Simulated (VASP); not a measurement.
# InSb (F-43m) in VASP: notebook

The runs below take InSb through single point, relaxation of cell and atoms, with PBE+D3(BJ).

Everything below comes from runs of VASP 6.6.1. Logs are shortened: lines on timing, memory, paths and dates and some standing lists are left out, and cuts for length are marked.

**The experiment to reproduce.**

From “Electronic Structure and Epitaxy of CdTe Shells on InSb Nanowires”, 2021, arxiv:2111.05126, for a bulk crystal of InSb: band gap 0.24 eV.

The runs below are set against these values where they give the same quantity.

**1. The cell of the first run**

It takes space group F-43m (No. 216, cubic). Conventional cell: a = 6.547 Å, b = 6.547 Å, c = 6.547 Å, α = 90.00°, β = 90.00°, γ = 90.00°. Within 3.7 Å of In (site symmetry -43m) lie 4 Sb at 2.83 Å. Within 3.7 Å of Sb (site symmetry -43m) lie 4 In at 2.83 Å.

**2. Single point, PBE+D3(BJ)**

Contents of INCAR:

```
SYSTEM = InSb
ALGO = Normal
EDIFF = 1E-7
ENCUT = 520
GGA = PE
ISIF = 2
ISMEAR = 0
IVDW = 12
LASPH = .TRUE.
LCHARG = .TRUE.
LELF = .TRUE.
LREAL = .FALSE.
LVHAR = .TRUE.
LWAVE = .FALSE.
NBANDS = 16
NELM = 60
PREC = Accurate
SIGMA = 0.1
```

Contents of KPOINTS:

```
k-points
0
G
  12 12 12
  0 0 0
```

Contents of POSCAR:

```
InSb
1.0
    0.0000000000      3.2734720735      3.2734720735
    3.2734720735      0.0000000000      3.2734720735
    3.2734720735      3.2734720735      0.0000000000
In Sb
1 1
Direct
    0.0000000000      0.0000000000      0.0000000000
    0.7500000000      0.7500000000      0.7500000000
```

Potentials or basis: VASP PAW PBE potentials, release 64 (In_d, Sb).

Started as:

```
> cat potpaw_PBE.64/In_d/POTCAR potpaw_PBE.64/Sb/POTCAR > POTCAR
> mpirun -np 1 vasp_std > vasp.out
```

OUTCAR:

```text
SYSTEM = InSb
   EDIFF = 1E-7
   ENCUT = 520
   GGA = PE
   ISIF = 2
   ISMEAR = 0
   IVDW = 12
   LASPH = .TRUE.
   LREAL = .FALSE.
   NELM = 60
   PREC = Accurate
 IVDW          = 12

 ion  position               nearest neighbor table
   1  0.000  0.000  0.000-   2 2.83   2 2.83   2 2.83   2 2.83
   2  0.750  0.750  0.750-   1 2.83   1 2.83   1 2.83   1 2.83

  LATTYP: Found a face centered cubic cell.
 ALAT       =     6.5469441470

  Lattice vectors:

 A1 = (   0.0000000000,   3.2734720735,   3.2734720735)
 A2 = (   3.2734720735,   0.0000000000,   3.2734720735)
 A3 = (   3.2734720735,   3.2734720735,   0.0000000000)

Analysis of symmetry for initial positions (statically):
=====================================================================
 Subroutine PRICEL returns:
 Original cell was already a primitive cell.

 Routine SETGRP: Setting up the symmetry group for a
 face centered cubic supercell.

 Subroutine GETGRP returns: Found 24 space group operations
 (whereof 24 operations were pure point group operations)
 out of a pool of 48 trial point group operations.

The static configuration has the point symmetry T_d .

Analysis of symmetry for dynamics (positions and initial velocities):
=====================================================================
 Subroutine PRICEL returns:
 Original cell was already a primitive cell.

 Routine SETGRP: Setting up the symmetry group for a
 face centered cubic supercell.

 Subroutine GETGRP returns: Found 24 space group operations
 (whereof 24 operations were pure point group operations)
 out of a pool of 48 trial point group operations.

The dynamic configuration has the point symmetry T_d .

 Subroutine INISYM returns: Found 24 space group operations
 (whereof 24 operations are pure point group operations),
 and found     1 'primitive' translations

----------------------------------------------------------------------------------------

                                     Primitive cell

  volume of cell :      70.1546

  direct lattice vectors                    reciprocal lattice vectors
     0.000000000  3.273472073  3.273472073    -0.152743017  0.152743017  0.152743017
     3.273472073  0.000000000  3.273472073     0.152743017 -0.152743017  0.152743017
     3.273472073  3.273472073  0.000000000     0.152743017  0.152743017 -0.152743017

  length of vectors
     4.629388602  4.629388602  4.629388602     0.264558666  0.264558666  0.264558666

  position of ions in fractional coordinates (direct lattice)
     0.000000000  0.000000000  0.000000000
     0.750000000  0.750000000  0.750000000

  ion indices of the primitive-cell ions
   primitive index   ion index
                 1           1
                 2           2

----------------------------------------------------------------------------------------

 KPOINTS: k-points

Automatic generation of k-mesh.
 Grid dimensions read from file:
 generate k-points for:   12   12   12

 Generating k-lattice:

  Cartesian coordinates                     Fractional coordinates (reciprocal lattice)
    -0.012728585  0.012728585  0.012728585     0.083333333  0.000000000  0.000000000
     0.012728585 -0.012728585  0.012728585     0.000000000  0.083333333  0.000000000
     0.012728585  0.012728585 -0.012728585     0.000000000  0.000000000  0.083333333

  Length of vectors
     0.022046555  0.022046555  0.022046555

  Shift w.r.t. Gamma in fractional coordinates (k-lattice)
     0.000000000  0.000000000  0.000000000

 Subroutine IBZKPT returns following result:
 ===========================================

 Found     72 irreducible k-points:

 Following reciprocal coordinates:
            Coordinates               Weight
  0.000000  0.000000  0.000000      1.000000
  0.083333  0.000000  0.000000      8.000000
  0.166667  0.000000  0.000000      8.000000
  0.250000  0.000000  0.000000      8.000000
  0.333333  0.000000  0.000000      8.000000
  0.416667  0.000000  0.000000      8.000000
[... 16 lines left out ...]
  0.500000  0.166667  0.000000     24.000000
 -0.416667  0.166667  0.000000     24.000000
 [... further k-points ...]
   k-points           NKPTS =     72   k-points in BZ     NKDIM =     72   number of bands    NBANDS=     16
   number of dos      NEDOS =    301   number of ions     NIONS =      2
   total plane-waves  NPLWV =  46656
   dimension x,y,z NGX =    36 NGY =   36 NGZ =   36
   dimension x,y,z NGXF=    72 NGYF=   72 NGZF=   72
   ions per type =               1   1
   NGX,Y,Z   is equivalent  to a cutoff of  12.93, 12.93, 12.93 a.u.
   NGXF,Y,Z  is equivalent  to a cutoff of  25.86, 25.86, 25.86 a.u.
 SYSTEM =  InSb
   PREC   = accura    normal or accurate (medium, high low for compatibility)
   ISTART =      0    job   : 0-new  1-cont  2-samecut
   ICHARG =      2    charge: 1-file 2-atom 10-const
   ISPIN  =      1    spin polarized calculation?
   LNONCOLLINEAR =      F non collinear calculations
   LSORBIT =      F    spin-orbit coupling
   LASPH  =      T    aspherical Exc in radial PAW
   ENCUT  =  520.0 eV  38.22 Ry    6.18 a.u.   8.61  8.61  8.61*2*pi/ulx,y,z
   NELM   =     60;   NELMIN=  2; NELMDL= -5     # of ELM steps
   EDIFF  = 0.1E-06   stopping-criterion for ELM
   LREAL  =      F    real-space projection
   EDIFFG = 0.1E-05   stopping-criterion for IOM
   NSW    =      0    number of steps for IOM
   IBRION =     -1    ionic relax: 0-MD 1-quasi-New 2-CG
   NFREE  =      0    steps in history (QN), initial steepest desc. (CG)
   ISIF   =      2    stress and relaxation
   ISYM   =      2    0-nonsym 1-usesym 2-fastsym
   POTIM  = 0.5000    time-step for ionic-motion
   TEBEG  =    0.0;   TEEND  =   0.0 temperature during run
   PSTRESS=    0.0 pullay stress
   NELECT =      18.0000    total number of electrons
   NUPDOWN=      -1.0000    fix difference up-down
   EMIN   =  10.00;   EMAX   =-10.00  energy-range for DOS
   EFERMI =   0.00;   METHOD = LEGACY
   ISMEAR =     0;   SIGMA  =   0.10  broadening in eV -4-tet -1-fermi 0-gaus
   EFERMI_NEDOS =   21; number of points for ismear=-14 and -15
   IALGO  =     38    algorithm
   IMIX   =      4    mixing-type and parameters
     AMIX     =   0.40;   BMIX     =  1.00
     AMIX_MAG =   1.60;   BMIX_MAG =  1.00
  volume/ion in A,a.u.               =      35.08       236.71
  Fermi-wavevector in a.u.,A,eV,Ry     =   1.040272  1.965830 14.723768  1.082166
  Thomas-Fermi vector in A             =   2.174840
   LORBIT       =      0    0 simple, 1 ext, 2 COOP (PROOUT), +10 PAW based schemes
   GGA     = PE    functional components
   LHFCALC =     F    Hartree Fock is set to
   AEXX    =    0.0000 exact exchange contribution
   IVDW    =    12    specifies the selected vdW correction
   LEPSILON=     F    determine dielectric tensor
   LRPA    =     F    only Hartree local field effects (RPA)
 non-spin polarized calculation
 Gauss-broadening in eV      SIGMA  =   0.10
  energy-cutoff  :      520.00
  volume of cell :       70.15
 maximum number of plane-waves:      1917
   NGX = 17   NGY = 17   NGZ = 17

 number of electron      17.9999998 magnetization

 Free energy of the ion-electron system (eV)
  ---------------------------------------------------
  ext. energy  EPLUGINS =         0.00000000
  ---------------------------------------------------
  free energy    TOTEN  =        -6.93912524 eV

  energy without entropy =       -6.93897576  energy(sigma->0) =       -6.93905050

 E-fermi :   4.8370     XC(G=0):  -8.5524

 val. band max:        4.7791643047   @ k =   0.0000   0.0000   0.0000
 cond. band min:       5.2638485647   @ k =   0.5000   0.0000   0.0000
 fundamental gap:      0.4846842600
 Fermi energy:         4.8369805025

 k-point     1 :       0.0000    0.0000    0.0000
  band No.  band energies     occupation
      1      -9.7616      2.00000
      2      -9.7616      2.00000
      3      -9.7616      2.00000
      4      -9.6849      2.00000
      5      -9.6849      2.00000
      6      -5.7436      2.00000
[... 8 lines left out ...]
     15      12.9964      0.00000
     16      12.9964      0.00000

 k-point     2 :       0.0833    0.0000    0.0000
  band No.  band energies     occupation
      1      -9.7644      2.00000
      2      -9.7602      2.00000
      3      -9.7602      2.00000
      4      -9.6849      2.00000
      5      -9.6849      2.00000
      6      -5.6831      2.00000
[... 8 lines left out ...]
     15      12.5005      0.00000
     16      12.5005      0.00000

 k-point     3 :       0.1667    0.0000    0.0000
  band No.  band energies     occupation
      1      -9.7721      2.00000
      2      -9.7567      2.00000
      3      -9.7567      2.00000
      4      -9.6851      2.00000
      5      -9.6851      2.00000
      6      -5.5063      2.00000
[... 8 lines left out ...]
     15      12.0779      0.00000
     16      12.0779      0.00000

 k-point     4 :       0.2500    0.0000    0.0000
  band No.  band energies     occupation
      1      -9.7825      2.00000
      2      -9.7523      2.00000
      3      -9.7523      2.00000
      4      -9.6849      2.00000
      5      -9.6849      2.00000
      6      -5.2306      2.00000
[... 8 lines left out ...]
     15      12.0455      0.00000
     16      12.0455      0.00000
[... 324 lines left out ...]
 k-point    22 :       0.4167    0.1667    0.0000
  band No.  band energies     occupation
      1      -9.8047      2.00000
      2      -9.7423      2.00000
      3      -9.7399      2.00000
      4      -9.6897      2.00000
      5      -9.6813      2.00000
      6      -4.6015      2.00000
[... 8 lines left out ...]
     15      13.2747      0.00000
     16      13.9412      0.00000

 k-point    23 :       0.5000    0.1667    0.0000
  band No.  band energies     occupation
      1      -9.8083      2.00000
      2      -9.7412      2.00000
      3      -9.7387      2.00000
      4      -9.6880      2.00000
      5      -9.6821      2.00000
      6      -4.3487      2.00000
[... 8 lines left out ...]
     15      13.6814      0.00000
     16      13.9732      0.00000

 k-point    24 :      -0.4167    0.1667    0.0000
  band No.  band energies     occupation
      1      -9.8079      2.00000
      2      -9.7412      2.00000
      3      -9.7396      2.00000
      4      -9.6861      2.00000
      5      -9.6838      2.00000
      6      -4.3092      2.00000
[... 8 lines left out ...]
     15      12.9663      0.00000
     16      13.2886      0.00000

 [... further k-points ...]

------------------------ aborting loop because EDIFF is reached ----------------------------------------

 Edisp (eV)   -0.64143

 E8    (eV) :    -0.3087

  FORCE on cell =-STRESS in cart. coord.  units (eV):
  Direction    XX          YY          ZZ          XY          YZ          ZX
  --------------------------------------------------------------------------------------
  -------------------------------------------------------------------------------------
  Total      -0.03023    -0.03023    -0.03023     0.00000     0.00000     0.00000
  in kB      -0.69039    -0.69039    -0.69039     0.00000     0.00000     0.00000
  external pressure =       -0.69 kB  Pullay stress =        0.00 kB

 VOLUME and BASIS-vectors are now :
 -----------------------------------------------------------------------------
  energy-cutoff  :      520.00
  volume of cell :       70.15
      direct lattice vectors                 reciprocal lattice vectors
     0.000000000  3.273472073  3.273472073    -0.152743017  0.152743017  0.152743017
     3.273472073  0.000000000  3.273472073     0.152743017 -0.152743017  0.152743017
     3.273472073  3.273472073  0.000000000     0.152743017  0.152743017 -0.152743017

 POSITION                                       TOTAL-FORCE (eV/Angst)
 -----------------------------------------------------------------------------------
      0.00000      0.00000      0.00000        -0.000000     -0.000000     -0.000000
      4.91021      4.91021      4.91021         0.000000      0.000000      0.000000
 -----------------------------------------------------------------------------------
    total drift:                                0.000000      0.000000      0.000000

  FREE ENERGIE OF THE ION-ELECTRON SYSTEM (eV)
  ---------------------------------------------------
  free  energy   TOTEN  =        -7.5805597844 eV

  energy  without entropy=       -7.5804102989  energy(sigma->0) =       -7.58048504
```

Wall time 1.9 min (1 thread of Intel Xeon 8259CL, shared host); peak memory 0.27 GiB.

Results:

* Free energy: -7.5806 eV
* Pressure: -0.1 GPa
* Band gap on the k mesh: zero (filled and empty bands touch)
* Dispersion energy per atom: -0.321 eV

Caveat: semilocal functionals underestimate gaps, so a narrow gap can read as zero; spin-orbit coupling is left out, which moves the levels of the heavy elements.

**3. Relaxation of cell and atoms, PBE+D3(BJ)**

This run uses another cell than the first one, of 33.98 Å³/atom.

Contents of INCAR:

```
SYSTEM = InSb
  PREC = Accurate
  ENCUT = 600
  EDIFF = 1E-7
  ISMEAR = 0
  SIGMA = 0.1
  LREAL = .FALSE.
  LASPH = .TRUE.
  NELM = 80
  ALGO = Normal
  ISIF = 3
  LWAVE = .FALSE.
  LCHARG = .FALSE.
  GGA = PE
  IVDW = 12
  IBRION = 2
  NSW = 100
  EDIFFG = -0.005
```

Contents of KPOINTS:

```
regular mesh
0
G
  12 12 12
  0 0 0
```

Contents of POSCAR:

```
InSb
1.0
    0.0000000000      3.2391000000      3.2391000000
    3.2391000000      0.0000000000      3.2391000000
    3.2391000000      3.2391000000      0.0000000000
In Sb
1 1
Direct
    0.0000000000      0.0000000000      0.0000000000
    0.7500000000      0.7500000000      0.7500000000
```

Potentials or basis: VASP PAW PBE potentials, release 64 (In_d, Sb).

Started as:

```
> cat potpaw_PBE.64/In_d/POTCAR potpaw_PBE.64/Sb/POTCAR > POTCAR
> mpirun -np 1 vasp_std > vasp.out
```

It took 5.3 min on 1 thread of Intel Xeon 8259CL, shared host; peak memory 0.31 GiB.

The run converged. Its results:

| Item | Value |
| --- | --- |
| Free energy | -7.5804 eV |
| Relaxed volume | 35.02 Å³/atom |
| Relaxed cell | a = 4.627 Å, b = 4.627 Å, c = 4.627 Å, α = 60.00°, β = 60.00°, γ = 60.00° |
| Space group after relaxing (to 0.1 Å) | F-43m (No. 216) |
| Energy gained by relaxing | 4.3 meV/atom |
| Ionic steps | 3 |
| Pressure after relaxing | 0.0 GPa |
| Band gap on the k mesh | zero (filled and empty bands touch) |
| Dispersion energy per atom | -0.321 eV |

Step by step:
| step | energy change (eV) | largest force (eV/Å) | pressure (GPa) | volume (Å³) |
| --- | --- | --- | --- | --- |
| 1 | 0.0000 | 0.0000 | 1.36 | 67.97 |
| 2 | -0.0074 | 0.0000 | -0.46 | 70.85 |
| 3 | -0.0086 | 0.0000 | 0.01 | 70.05 |

Final structure:
```yaml
crystal:
  lattice:
    - [0.00000, 3.27184, 3.27184]
    - [3.27184, 0.00000, 3.27184]
    - [3.27184, 3.27184, 0.00000]
  atoms:
    - { symbol: In, position: [0.00000, 0.00000, 0.00000] }
    - { symbol: Sb, position: [0.75000, 0.75000, 0.75000] }
```

Levels at points of the mesh, in eV from the Fermi level:
| k point | band 5 | band 6 | band 7 | band 8 | band 9 | band 10 | band 11 | band 12 | band 13 |
| --- | --- | --- | --- | --- | --- | --- | --- | --- | --- |
| (0.00, 0.00, 0.00) | -14.52 | -10.59 | -0.42 | -0.06 | -0.06 | -0.06 | 2.91 | 2.91 | 2.91 |
| (0.50, 0.00, 0.00) | -14.52 | -9.30 | -5.54 | -1.02 | -1.02 | 0.43 | 3.75 | 3.75 | 6.05 |
| (0.50, 0.50, 0.00) | -14.52 | -8.72 | -5.85 | -2.22 | -2.22 | 1.29 | 1.34 | 7.92 | 7.92 |

Caveat: semilocal functionals underestimate gaps, so a narrow gap can read as zero; spin-orbit coupling is left out, which moves the levels of the heavy elements. Zero-point motion and thermal expansion aren't in these numbers.

**4. Comparison with measurements**

Step 2. Against the measured gap of InSb, 0.24 eV (quoted in “Electronic Structure and Epitaxy of CdTe Shells on InSb Nanowires”, 2021, arxiv:2111.05126), the calculated 0.00 eV is off by -0.24 eV. Spin-orbit coupling on In, Sb is left out. The value is that of PBE+D3(BJ) on a finite k mesh, which can miss the band edges, without temperature or zero-point motion. Semilocal functionals fall short of measured gaps as a rule.
